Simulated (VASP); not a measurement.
Be:

```xyz
6
Lattice="3.7990 2.1934 0.9939 -3.7990 2.1934 0.9939 0.0000 -4.3867 0.9939" Properties=species:S:1:pos:R:3 pbc="T T T"
Be    0.8871    0.9706    1.1748
Be   -1.2841    0.2829    1.1748
Be    0.3970   -1.2535    1.1748
Be   -0.8871   -0.9706    1.8069
Be    1.2841   -0.2829    1.8069
Be   -0.3970    1.2535    1.8069
```

* Program: VASP 6.6.1
* Task: relaxation of cell and atoms
* Functional: PBE
* Potentials or basis: VASP PAW PBE potentials, release 64 (Be)
* Cutoff: 600 eV
* k mesh: 6 × 6 × 6
* Occupations: gaussian, width 0.1 eV
* Spin: no spin polarisation

At the start: pressure 71.8 GPa; volume 8.28 Å³/atom.

**Question.** Where does the relaxation end?

**Answer.** Over 18 steps the energy falls by 2944.8 meV/atom and the volume is 8.78 Å³/atom (+6.0 %); space group R-3 (No. 148, to 0.1 Å) before and after.

Step by step:
```
step  energy change (eV)  largest force (eV/Å)  pressure (GPa)  volume (Å³)
   1              0.0000               13.7400           71.84        49.69
   2            -12.1055                1.9969           -7.02        80.90
   3            -13.8392                0.7482           -7.69        64.97
   4            -13.8436                0.7398           -7.43        64.64
   5            -13.8444                0.7408           -7.16        64.32
   6            -14.6182                0.6255           -6.71        60.58
   7            -17.0180                0.5137            7.13        49.21
   8            -16.7455                0.9696           28.00        43.57
   9            -17.1198                0.6541           12.06        47.46
  10            -17.4216                0.5433           10.23        48.39
  11            -17.4209                0.5381           10.23        48.44
  12            -17.5921                0.3263            2.16        51.49
  13            -17.6131                0.2444           -1.40        53.16
  14            -17.6323                0.1961           -0.97        52.94
  15            -17.6602                0.1321            0.48        52.28
  16            -17.6605                0.1404            0.67        52.20
  17            -17.6678                0.0596           -0.02        52.49
  18            -17.6690                0.0125           -0.43        52.67
```

Final structure:
```yaml
crystal:
  lattice:
    - [4.60465, 2.65850, 0.71710]
    - [-4.60465, 2.65850, 0.71710]
    - [0.00000, -5.31699, 0.71710]
  atoms:
    - { symbol: Be, position: [0.51222, 0.23637, 0.09473] }
    - { symbol: Be, position: [0.09473, 0.51222, 0.23637] }
    - { symbol: Be, position: [0.23637, 0.09473, 0.51222] }
    - { symbol: Be, position: [0.48778, 0.76363, 0.90527] }
    - { symbol: Be, position: [0.90527, 0.48778, 0.76363] }
    - { symbol: Be, position: [0.76363, 0.90527, 0.48778] }
```

Caveat: the k points lie up to 0.50 Å⁻¹ apart in the final cell, too coarse for converged energies and pressures of a metal; a cell axis changed by over 15 % at a fixed basis, so the end point is rough.
